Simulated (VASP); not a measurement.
A run of VASP 6.6.1:

File INCAR:

```
PREC = Accurate
ENCUT = 520
EDIFF = 1E-7
ISMEAR = 0
SIGMA = 0.1
LREAL = F
LASPH = T
NELM = 80
ALGO = Normal
ISIF = 2
LWAVE = F
LCHARG = F
LDIPOL = T
IDIPOL = 3
DIPOL = 0.5 0.5 0.501
GGA = PE
IVDW = 12
NBANDS = 52
```

Contents of KPOINTS:

```
Automatic mesh
0
Gamma
  7 7 1
```

The input POSCAR:

```
TiSi2
1.0
    4.7035829166      0.0000000000      0.0000000000
   -2.3206826720      4.0912252675      0.0000000000
    0.0000000000      0.0000000000     23.3460958340
Ti Si
4 8
Direct
    0.5000000000      0.0000000000      0.3640865719
    0.0000000000      0.0000000000      0.4546955240
    0.0000000000      0.5000000000      0.5466877128
    0.5000000000      0.5000000000      0.6393269650
    0.1634549971      0.3365450029      0.3640865719
    0.8365450029      0.6634549971      0.3640865719
    0.3365450029      0.6634549971      0.4546955240
    0.6634549971      0.3365450029      0.4546955240
    0.6627073383      0.8382573235      0.5468646022
    0.3372926617      0.1617426765      0.5468646022
    0.8348322129      0.1593573832      0.6383602411
    0.1651677871      0.8406426168      0.6383602411
```

Potentials or basis: VASP PAW PBE potentials, release 64 (Ti_sv, Si).

Run with:

```bash
$ cat potpaw_PBE.64/Ti_sv/POTCAR potpaw_PBE.64/Si/POTCAR > POTCAR
$ mpirun -np 1 vasp_std > vasp.out
```

Hardware: 1 thread of Oxide Virtual Turin-like Processor, with other jobs on the host.

Question: Estimate the wall time of this run.

Answer: Run time: 30 min on 1 thread of Oxide Virtual Turin-like Processor, with other jobs on the host, peak memory 0.72 GiB. Counts: scf iterations 33, k points 25.
